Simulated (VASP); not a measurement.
Wanted: the native input for a VASP 6.6.1 run.

- Task: single point
- Functional: PBEsol
- Potentials or basis: VASP PAW PBE potentials, release 64 (Au)
- Cutoff: 500 eV
- k mesh: 7 × 7 × 7
- Occupations: fermi-dirac, width 0.1 eV
- Spin: no spin polarisation
- Dipole correction: no
- Further INCAR settings: ALGO = Normal; EDIFF = 1e-06; NBANDS = 18

The structure of Au lies in POSCAR:

```
Au
1.0
    0.0000000000      3.0128791761      3.0128791761
    3.0128791761      0.0000000000      3.0128791761
    3.0128791761      3.0128791761      0.0000000000
Au
2
Direct
    0.0000000000      0.0000000000      0.0000000000
    0.2500000000      0.2500000000      0.2500000000
```

These files were run (other wordings do the same):

INCAR

```
PREC = Accurate
ENCUT = 500
EDIFF = 1E-6
ISMEAR = -1
SIGMA = 0.1
LREAL = F
LASPH = T
NELM = 120
ALGO = Normal
ISIF = 2
LWAVE = F
LCHARG = F
GGA = PS
NBANDS = 18
GGA_COMPAT = F
```

KPOINTS

```
Automatic mesh
0
Gamma
  7 7 7
```

Potentials or basis: VASP PAW PBE potentials, release 64 (Au).

Run with:

```console
$ cat potpaw_PBE.64/Au/POTCAR > POTCAR
$ mpirun -np 1 vasp_std > vasp.out
```

Results of the run:

- Pressure: -0.1 GPa
- Band gap on the k mesh: zero (band 11 reaches 3.49 eV, above the bottom of band 12 at 3.10 eV)

Caveat: the PAW data sets were made with another functional, which shifts forces and pressure a little; spin-orbit coupling is left out, which moves the levels of the heavy elements.

It took 7.7 s on 1 thread of Intel(R) Xeon(R) 6975P-C (Granite Rapids), with other jobs on the host, peak memory 0.17 GiB.
